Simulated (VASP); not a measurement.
A run of VASP 6.6.1:

The input INCAR:

```
SYSTEM = Sn3PbO4
ALGO     = Normal         ! electronic algorithm
EDIFF    = 1E-7           ! SCF threshold, eV
ENCUT    = 520            ! plane-wave cutoff, eV
GGA      = PE             ! functional
ISIF     = 2              ! what is computed and relaxed
ISMEAR   = 0              ! smearing method
LASPH    = .True.         ! aspherical terms in the spheres
LCHARG   = .True.         ! write CHGCAR
LELF     = .True.         ! ELF
LREAL    = .False.        ! projectors in reciprocal space
LVHAR    = .True.       
LWAVE    = .False.        ! write WAVECAR
NBANDS   = 50             ! bands
NELM     = 100            ! most SCF steps
PREC     = Accurate       ! precision mode
SIGMA    = 0.1            ! smearing width, eV
```

The input KPOINTS:

```
k-points
0
Gamma
  4 4 4
  0 0 0
```

Contents of POSCAR:

```
Sn3PbO4
1.0
   -2.7658772971      2.7658772971      5.0969989488
    2.7658772971     -2.7658772971      5.0969989488
    2.7658772971      2.7658772971     -5.0969989488
Sn Pb O
3 1 4
Direct
    0.1403127279      0.1403127279      0.0000000000
    0.3612717577      0.8612717577      0.5000000000
    0.8612717577      0.3612717577      0.5000000000
    0.6246181603      0.6246181603      0.0000000000
    0.4983527653      0.0079100329      0.0000000000
    0.0079100329      0.4983527653      0.0000000000
    0.4983527653      0.4983527653      0.4904427325
    0.0079100329      0.0079100329      0.5095572675
```

Potentials or basis: VASP PAW PBE potentials, release 64 (Sn_d, Pb_d, O).

Launch:

```console
$ cat potpaw_PBE.64/Sn_d/POTCAR potpaw_PBE.64/Pb_d/POTCAR potpaw_PBE.64/O/POTCAR > POTCAR
$ mpirun -np 1 vasp_std > vasp.out
```

Hardware: 1 thread of Intel(R) Xeon(R) 6975P-C (Granite Rapids) (shared host).

**Question.** Estimate the wall time of this run.

**Answer.** Run time: 80 s on 1 thread of Intel(R) Xeon(R) 6975P-C (Granite Rapids), on a shared host, peak memory 0.36 GiB. Counts: scf iterations 17, k points 13.
